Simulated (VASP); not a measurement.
Here is a VASP 6.6.1 calculation.

File INCAR:

```
SYSTEM = TaAs
ALGO = Normal
EDIFF = 1E-6
ENCUT = 520
GGA = PS
ISIF = 2
ISMEAR = -1
LASPH = .True.
LCHARG = .False.
LDAU = .True.
LDAUJ = 0 0
LDAUL = 2 -1
LDAUPRINT = 1
LDAUTYPE = 2
LDAUU = 2 0
LMAXMIX = 4
LREAL = .False.
LWAVE = .False.
NBANDS = 24
NELM = 150
PREC = Accurate
SIGMA = 0.05
```

Contents of KPOINTS:

```
k-points
0
Gamma
  11 11 11
  0 0 0
```

The input POSCAR:

```
TaAs
1.0
   -1.7218133622      1.7218133622      5.8679415361
    1.7218133622     -1.7218133622      5.8679415361
    1.7218133622      1.7218133622     -5.8679415361
Ta As
2 2
Direct
    0.4999673000      0.4999673000      0.0000000000
    0.2499673000      0.7499673000      0.5000000000
    0.0826321200      0.0826321200      0.0000000000
    0.8326321200      0.3326321200      0.5000000000
```

Potentials or basis: VASP PAW PBE potentials, release 64 (Ta_pv, As).

The run is started by

```sh
$ cat potpaw_PBE.64/Ta_pv/POTCAR potpaw_PBE.64/As/POTCAR > POTCAR
$ mpirun -np 1 vasp_std > vasp.out
```

Q: Predict the band gap on the k mesh.

A: Zero (bands 16 and 17 overlap by 0.01 eV).

Q: Predict the largest force.

A: 0.023 eV/Å.

Stress tensor (GPa, compression positive):
```
 0.22  0.00  0.00
 0.00  0.22  0.00
 0.00  0.00 -0.77
```

Caveat: the PAW data sets were made with another functional, which shifts forces and pressure a little; spin-orbit coupling is left out, which moves the levels of the heavy elements; U without spin polarisation on a metal has little footing; the U is typed as a test and isn't derived for this compound.
